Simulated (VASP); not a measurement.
# TiC (I4mm) in VASP: single point with PBEsol

Aim: the single point of TiC with PBEsol.

Program: VASP 6.6.1. These are calculated values, not measurements. Logs are shortened: lines on timing, memory, paths and dates and some standing lists are left out, and cuts for length are marked.

### Step 1. The cell of the first run

Symmetry: I4mm, No. 107, tetragonal system. The conventional cell has a = 3.060 Å, b = 3.060 Å, c = 4.328 Å, α = 90.00°, β = 90.00°, γ = 90.00°. Ti (site symmetry 4mm) has 6 C at 1.96 to 2.36 Å within 2.6 Å. Within 2.6 Å of C (site symmetry 4mm) lie 6 Ti at 1.96 to 2.36 Å.

### Step 2. Single point, PBEsol (atom 1 (Ti) moved by (+0.000, -0.200) A along [1 1 0] and z)

INCAR reads:

```
ALGO = Normal
EDIFF = 1E-6
ENCUT = 520
GGA = PS
ISIF = 2
ISMEAR = 0
LASPH = True
LCHARG = True
LELF = True
LREAL = False
LVHAR = True
LWAVE = False
NBANDS = 15
NELM = 100
PREC = Accurate
SIGMA = 0.15
```

KPOINTS reads:

```
k-points
0
Gamma
  18 18 18
```

POSCAR reads:

```
TiC
1.0
    0.0000000000      2.1640000000      2.1640000000
    2.1640000000      0.0000000000      2.1640000000
    2.1640000000      2.1640000000      0.0000000000
Ti C
1 1
Direct
   -0.0462107209     -0.0462107209      0.0462107209
    0.5000000000      0.5000000000      0.5000000000
```

Potentials or basis: VASP PAW PBE potentials, release 64 (Ti_sv, C).

Started as:

```bash
$ cat potpaw_PBE.64/Ti_sv/POTCAR potpaw_PBE.64/C/POTCAR > POTCAR
$ mpirun -np 1 vasp_std > vasp.out
```

OUTCAR:

```text
EDIFF = 1E-6
   ENCUT = 520
   GGA = PS
   ISIF = 2
   ISMEAR = 0
   LASPH = True
   LREAL = False
   NELM = 100
   PREC = Accurate

 ion  position               nearest neighbor table
   1  0.954  0.954  0.046-   2 1.96   2 2.17   2 2.17   2 2.17   2 2.17   2 2.36
   2  0.500  0.500  0.500-   1 1.96   1 2.17   1 2.17   1 2.17   1 2.17   1 2.36

  LATTYP: Found a face centered cubic cell.
 ALAT       =     4.3280000000

  Lattice vectors:

 A1 = (   0.0000000000,   2.1640000000,   2.1640000000)
 A2 = (   2.1640000000,   0.0000000000,   2.1640000000)
 A3 = (   2.1640000000,   2.1640000000,   0.0000000000)

Analysis of symmetry for initial positions (statically):
=====================================================================
 Subroutine PRICEL returns:
 Original cell was already a primitive cell.

 Routine SETGRP: Setting up the symmetry group for a
 face centered cubic supercell.

 Subroutine GETGRP returns: Found  8 space group operations
 (whereof  8 operations were pure point group operations)
 out of a pool of 48 trial point group operations.

The static configuration has the point symmetry C_4v.

Analysis of symmetry for dynamics (positions and initial velocities):
=====================================================================
 Subroutine PRICEL returns:
 Original cell was already a primitive cell.

 Routine SETGRP: Setting up the symmetry group for a
 face centered cubic supercell.

 Subroutine GETGRP returns: Found  8 space group operations
 (whereof  8 operations were pure point group operations)
 out of a pool of 48 trial point group operations.

The dynamic configuration has the point symmetry C_4v.

 Subroutine INISYM returns: Found  8 space group operations
 (whereof  8 operations are pure point group operations),
 and found     1 'primitive' translations

----------------------------------------------------------------------------------------

                                     Primitive cell

  volume of cell :      20.2676

  direct lattice vectors                    reciprocal lattice vectors
     0.000000000  2.164000000  2.164000000    -0.231053604  0.231053604  0.231053604
     2.164000000  0.000000000  2.164000000     0.231053604 -0.231053604  0.231053604
     2.164000000  2.164000000  0.000000000     0.231053604  0.231053604 -0.231053604

  length of vectors
     3.060358149  3.060358149  3.060358149     0.400196582  0.400196582  0.400196582

  position of ions in fractional coordinates (direct lattice)
     0.953789279  0.953789279  0.046210721
     0.500000000  0.500000000  0.500000000

  ion indices of the primitive-cell ions
   primitive index   ion index
                 1           1
                 2           2

----------------------------------------------------------------------------------------

 KPOINTS: k-points

Automatic generation of k-mesh.
 Grid dimensions read from file:
 generate k-points for:   18   18   18

 Generating k-lattice:

  Cartesian coordinates                     Fractional coordinates (reciprocal lattice)
    -0.012836311  0.012836311  0.012836311     0.055555556  0.000000000  0.000000000
     0.012836311 -0.012836311  0.012836311     0.000000000  0.055555556  0.000000000
     0.012836311  0.012836311 -0.012836311     0.000000000  0.000000000  0.055555556

  Length of vectors
     0.022233143  0.022233143  0.022233143

  Shift w.r.t. Gamma in fractional coordinates (k-lattice)
     0.000000000  0.000000000  0.000000000

 Subroutine IBZKPT returns following result:
 ===========================================

 Found    480 irreducible k-points:

 Following reciprocal coordinates:
            Coordinates               Weight
  0.000000  0.000000  0.000000      1.000000
  0.055556  0.000000  0.000000      8.000000
  0.111111  0.000000  0.000000      8.000000
  0.166667  0.000000  0.000000      8.000000
  0.222222  0.000000  0.000000      8.000000
  0.277778  0.000000  0.000000      8.000000
[... 16 lines left out ...]
  0.388889  0.055556  0.000000      8.000000
  0.000000  0.388889  0.055556     16.000000
 [... further k-points ...]
   k-points           NKPTS =    480   k-points in BZ     NKDIM =    480   number of bands    NBANDS=     15
   number of dos      NEDOS =    301   number of ions     NIONS =      2
   total plane-waves  NPLWV =  13824
   dimension x,y,z NGX =    24 NGY =   24 NGZ =   24
   dimension x,y,z NGXF=    48 NGYF=   48 NGZF=   48
   ions per type =               1   1
   NGX,Y,Z   is equivalent  to a cutoff of  13.04, 13.04, 13.04 a.u.
   NGXF,Y,Z  is equivalent  to a cutoff of  26.07, 26.07, 26.07 a.u.
 SYSTEM =  unknown system
   PREC   = accura    normal or accurate (medium, high low for compatibility)
   ISTART =      0    job   : 0-new  1-cont  2-samecut
   ICHARG =      2    charge: 1-file 2-atom 10-const
   ISPIN  =      1    spin polarized calculation?
   LNONCOLLINEAR =      F non collinear calculations
   LSORBIT =      F    spin-orbit coupling
   LASPH  =      T    aspherical Exc in radial PAW
   ENCUT  =  520.0 eV  38.22 Ry    6.18 a.u.   5.69  5.69  5.69*2*pi/ulx,y,z
   NELM   =    100;   NELMIN=  2; NELMDL= -5     # of ELM steps
   EDIFF  = 0.1E-05   stopping-criterion for ELM
   LREAL  =      F    real-space projection
   EDIFFG = 0.1E-04   stopping-criterion for IOM
   NSW    =      0    number of steps for IOM
   IBRION =     -1    ionic relax: 0-MD 1-quasi-New 2-CG
   NFREE  =      0    steps in history (QN), initial steepest desc. (CG)
   ISIF   =      2    stress and relaxation
   ISYM   =      2    0-nonsym 1-usesym 2-fastsym
   POTIM  = 0.5000    time-step for ionic-motion
   TEBEG  =    0.0;   TEEND  =   0.0 temperature during run
   PSTRESS=    0.0 pullay stress
   NELECT =      16.0000    total number of electrons
   NUPDOWN=      -1.0000    fix difference up-down
   EMIN   =  10.00;   EMAX   =-10.00  energy-range for DOS
   EFERMI =   0.00;   METHOD = LEGACY
   ISMEAR =     0;   SIGMA  =   0.15  broadening in eV -4-tet -1-fermi 0-gaus
   EFERMI_NEDOS =   21; number of points for ismear=-14 and -15
   IALGO  =     38    algorithm
   IMIX   =      4    mixing-type and parameters
     AMIX     =   0.40;   BMIX     =  1.00
     AMIX_MAG =   1.60;   BMIX_MAG =  1.00
  volume/ion in A,a.u.               =      10.13        68.39
  Fermi-wavevector in a.u.,A,eV,Ry     =   1.513030  2.859212 31.147275  2.289260
  Thomas-Fermi vector in A             =   2.622876
   LORBIT       =      0    0 simple, 1 ext, 2 COOP (PROOUT), +10 PAW based schemes
   GGA     = PS    functional components
   LHFCALC =     F    Hartree Fock is set to
   AEXX    =    0.0000 exact exchange contribution
   IVDW    =     0    specifies the selected vdW correction
   LEPSILON=     F    determine dielectric tensor
   LRPA    =     F    only Hartree local field effects (RPA)
 non-spin polarized calculation
 Gauss-broadening in eV      SIGMA  =   0.15
  energy-cutoff  :      520.00
  volume of cell :       20.27
 maximum number of plane-waves:       568
   NGX = 11   NGY = 11   NGZ = 11

 number of electron      16.0000001 magnetization

 Free energy of the ion-electron system (eV)
  ---------------------------------------------------
  ext. energy  EPLUGINS =         0.00000000
  ---------------------------------------------------
  free energy    TOTEN  =       -19.60755912 eV

  energy without entropy =      -19.60597820  energy(sigma->0) =      -19.60676866

 E-fermi :   9.3705     XC(G=0): -12.8527

 val. band max:        9.3436744781   @ k =   0.0000  -0.0556   0.0556
 cond. band min:       9.3724381894   @ k =   0.3889   0.3333   0.0556
 fundamental gap:      0.0287637113
 Fermi energy:         9.3705483165

 k-point     1 :       0.0000    0.0000    0.0000
  band No.  band energies     occupation
      1     -46.9837      2.00000
      2     -23.1181      2.00000
      3     -23.1181      2.00000
      4     -23.1133      2.00000
      5      -3.0128      2.00000
      6       9.2069      1.87718
      7       9.2069      1.87717
      8       9.4561      0.41973
      9       9.9980      0.00000
     10      11.0690      0.00000
     11      11.9424      0.00000
     12      11.9424      0.00000
     13      12.9682      0.00000
     14      19.6597      0.00000
     15      23.1038      0.00000

 k-point     2 :       0.0556    0.0000    0.0000
  band No.  band energies     occupation
      1     -46.9814      2.00000
      2     -23.1333      2.00000
      3     -23.1197      2.00000
      4     -23.1159      2.00000
      5      -2.9421      2.00000
      6       8.8191      2.00000
      7       9.1168      1.98325
      8       9.5667      0.06443
      9      10.0203      0.00000
     10      10.7883      0.00000
     11      11.8069      0.00000
     12      12.4129      0.00000
     13      13.2891      0.00000
     14      19.7888      0.00000
     15      23.1507      0.00000

 k-point     3 :       0.1111    0.0000    0.0000
  band No.  band energies     occupation
      1     -46.9748      2.00000
      2     -23.1796      2.00000
      3     -23.1242      2.00000
      4     -23.1205      2.00000
      5      -2.7339      2.00000
      6       8.1937      2.00000
      7       8.8063      2.00000
      8       9.2995      1.49680
      9      10.1737      0.00000
     10      10.5811      0.00000
     11      11.7340      0.00000
     12      13.2216      0.00000
     13      13.9294      0.00000
     14      20.1174      0.00000
     15      23.2329      0.00000
[... 343 lines left out ...]
 k-point    23 :       0.3889    0.0556    0.0000
  band No.  band energies     occupation
      1     -46.9182      2.00000
      2     -23.5518      2.00000
      3     -23.1715      2.00000
      4     -23.1617      2.00000
      5      -0.4223      2.00000
      6       4.5930      2.00000
      7       6.7337      2.00000
      8       6.8759      2.00000
      9      11.5561      0.00000
     10      12.0243      0.00000
     11      12.9611      0.00000
     12      16.3165      0.00000
     13      16.7335      0.00000
     14      19.4522      0.00000
     15      24.5729      0.00000

 k-point    24 :       0.0000    0.3889    0.0556
  band No.  band energies     occupation
      1     -46.9182      2.00000
      2     -23.5513      2.00000
      3     -23.1691      2.00000
      4     -23.1637      2.00000
      5      -0.4279      2.00000
      6       4.5792      2.00000
      7       6.6749      2.00000
      8       6.9836      2.00000
      9      11.5620      0.00000
     10      11.9566      0.00000
     11      12.8906      0.00000
     12      16.4338      0.00000
     13      16.8365      0.00000
     14      19.3021      0.00000
     15      24.7997      0.00000

 [... further k-points ...]
[... 5 lines left out ...]
  --------------------------------------------------------------------------------------
  -------------------------------------------------------------------------------------
  Total       -0.6617592     -0.6617592      0.9417810      0.0000000     -0.0000000      0.0000000
  in kB      -52.3129002    -52.3129002     74.4489815      0.0000000     -0.0000000      0.0000000
  external PRESSURE =     -10.0589396 kB  Pullay stress =       0.0000000 kB

 VOLUME and BASIS-vectors are now :
 -----------------------------------------------------------------------------
  energy-cutoff  :      520.00
  volume of cell :       20.27
      direct lattice vectors                 reciprocal lattice vectors
     0.000000000  2.164000000  2.164000000    -0.231053604  0.231053604  0.231053604
     2.164000000  0.000000000  2.164000000     0.231053604 -0.231053604  0.231053604
     2.164000000  2.164000000  0.000000000     0.231053604  0.231053604 -0.231053604

 POSITION                                       TOTAL-FORCE (eV/Angst)
 -----------------------------------------------------------------------------------
      2.16400      2.16400      4.12800         0.000000      0.000000      1.985934
      2.16400      2.16400      2.16400         0.000000      0.000000     -1.985934
 -----------------------------------------------------------------------------------
    total drift:                                0.000000      0.000000      0.000115

  FREE ENERGIE OF THE ION-ELECTRON SYSTEM (eV)
  ---------------------------------------------------
  free  energy   TOTEN  =       -19.6075591215 eV

  energy  without entropy=      -19.6059781957  energy(sigma->0) =      -19.60676866
```

It took 61 s on 1 thread of Intel Xeon 6975P-C (Granite Rapids), shared host; peak memory 0.26 GiB.

Results:

```yaml
Free_energy: -19.6076 eV
Pressure: -1.0 GPa
Largest_force: 1.986 eV/Å
Band_gap_on_the_k_mesh: zero (band 8 reaches 9.82 eV, above the bottom of band 9 at 8.78 eV)
```

Forces in eV/Å, atoms in the order of the input:
```
Ti   0.000  0.000  1.986
C    0.000  0.000 -1.986
```

Levels at points of the mesh, in eV from the Fermi level:
```tsv
k point	band 4	band 5	band 6	band 7	band 8	band 9	band 10	band 11	band 12	band 13
(0.00, 0.00, 0.00)	-32.48	-12.38	-0.16	-0.16	0.09	0.63	1.70	2.57	2.57	3.60
(0.50, 0.00, 0.00)	-32.54	-8.91	-5.89	-2.91	-2.86	2.81	2.91	4.09	6.95	7.93
(0.50, 0.50, 0.00)	-32.66	-10.06	-3.33	-1.74	-0.06	-0.06	2.72	3.49	3.49	5.46
(0.00, 0.50, 0.50)	-32.66	-10.05	-3.50	-2.45	-0.30	0.81	3.12	3.48	3.49	5.83
```

Caveat: the cell differs from its parent crystal (atom 1 (Ti) moved by (+0.000, -0.200) A along [1 1 0] and z); the PAW data sets were made with another functional, which shifts forces and pressure a little.
